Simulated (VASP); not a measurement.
# Ga: single point with PBEsol

Crystal: Ga.

```
Ga
1.0
     1.36431   -3.97208    0.00000
     1.36431    3.97208    0.00000
    -0.11586    0.00000    3.28493
Ga
2
Cartesian
  1.3353 -2.9314 0.8212
  1.2774 2.9314 2.4637
```

This cell differs from its parent crystal: volume scaled by 0.96.

- Program: VASP 6.6.1
- Task: single point
- Functional: PBEsol
- Potentials or basis: VASP PAW PBE potentials, release 64 (Ga_d)
- Cutoff: 520 eV
- k mesh: 14 × 14 × 11
- Occupations: fermi-dirac, width 0.03 eV
- Spin: no spin polarisation
- Dipole correction: no
- Further INCAR settings: ALGO = Normal; EDIFF = 1e-06; NBANDS = 20

```yaml
Pressure: 0.5 GPa
Largest_force: 0.200 eV/Å
Band_gap_on_the_k_mesh: zero (band 13 reaches 9.98 eV, above the bottom of band 14 at 1.73 eV)
```

Forces on the atoms (eV/Å):
```
Ga   0.000  0.200  0.000
Ga   0.000 -0.200  0.000
```

Stress tensor (GPa, compression positive):
```
 0.49  0.00 -0.13
 0.00  0.66  0.00
-0.13  0.00  0.35
```

Levels at points of the mesh, in eV from the Fermi level:
```
           k point  band 10  band 11  band 12  band 13  band 14  band 15  band 16  band 17
(0.00, 0.00, 0.00)   -14.58   -11.56    -2.21    -1.51     1.64     5.50     9.99    10.52
(0.50, 0.00, 0.00)   -14.60    -6.15    -5.21    -1.43     0.07     5.97     6.83     8.70
(0.50, 0.50, 0.00)   -14.65    -9.36    -8.84     4.09     4.69     6.05     6.28     7.76
```

It took 7.3 min on 1 thread of Oxide Virtual Turin-like Processor (shared host), peak memory 0.39 GiB.

Caveat: the PAW data sets were made with another functional, which shifts forces and pressure a little.
